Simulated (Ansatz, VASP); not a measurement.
# CO: VASP beside Ansatz

The input INCAR:

```
SYSTEM = CO
ALGO = Normal
EDIFF = 1E-6
ENCUT = 600
GGA = PE
GGA_COMPAT = .FALSE.
ISIF = 2
ISMEAR = 0
LASPH = .TRUE.
LCHARG = .FALSE.
LREAL = .FALSE.
LWAVE = .FALSE.
NBANDS = 18
NELM = 120
PREC = Accurate
SIGMA = 0.1
```

Contents of KPOINTS:

```
k-points
0
G
  6 6 4
  0 0 0
```

File POSCAR:

```
CO
1.0
    3.3183888983      0.0000000000      0.0000000000
   -1.6591944491      2.8738090855      0.0000000000
    0.0000000000      0.0000000000      5.3142853851
C O
2 2
Direct
    0.3333333333      0.6666666667      0.0000000000
    0.6666666667      0.3333333333      0.5000000000
    0.3333333333      0.6666666667      0.3821000000
    0.6666666667      0.3333333333      0.8821000000
```

Input for Ansatz:

```yaml
crystal:
  lattice:
    - [3.3183888983, 0.0, 0.0]
    - [-1.6591944491, 2.8738090855, 0.0]
    - [0.0, 0.0, 5.3142853851]
  atoms:
    - { symbol: C, position: [0.3333333333, 0.6666666667, 0.0] }
    - { symbol: C, position: [0.6666666667, 0.3333333333, 0.5] }
    - { symbol: O, position: [0.3333333333, 0.6666666667, 0.3821] }
    - { symbol: O, position: [0.6666666667, 0.3333333333, 0.8821] }
basis:
  ecutwfc: 420
kpoints:
  mp_grid: { grid: [6, 6, 4] }
hamiltonian:
  xc: pbe
scf:
  occupations: { method: gaussian, width: 0.1 }
  lower_state_search: "off"
output:
  forces: true
  stress: true
  eigenvalues: true
```

Alike in both runs: task single point; functional PBE; k mesh 6 × 6 × 4; occupations gaussian, width 0.1 eV; no spin polarisation.

|  | VASP | Ansatz |
| --- | --- | --- |
| version | VASP 6.6.1 | Ansatz 0.2.0 |
| potentials or method | VASP PAW PBE potentials, release 64 (C, O), cutoff 600 eV | scalar-relativistic, plane waves, PAW |
| valence electrons in the cell | 20 | 20 |

```tsv
	VASP	Ansatz	Ansatz less VASP
gap on the k mesh at the Fermi level (eV)	1.42	1.42	+0.002
least direct gap on the mesh (eV)	1.78	1.78	0.000
pressure (GPa)	-18.6	-18.5	+0.12
traceless stress, the component that is largest in VASP (GPa)	-2.37	-2.38	-0.007
rms of the force components (eV/Å)	0.200	0.200	0.0000
```

Atom by atom the forces differ by 0.000 eV/Å (rms over components).
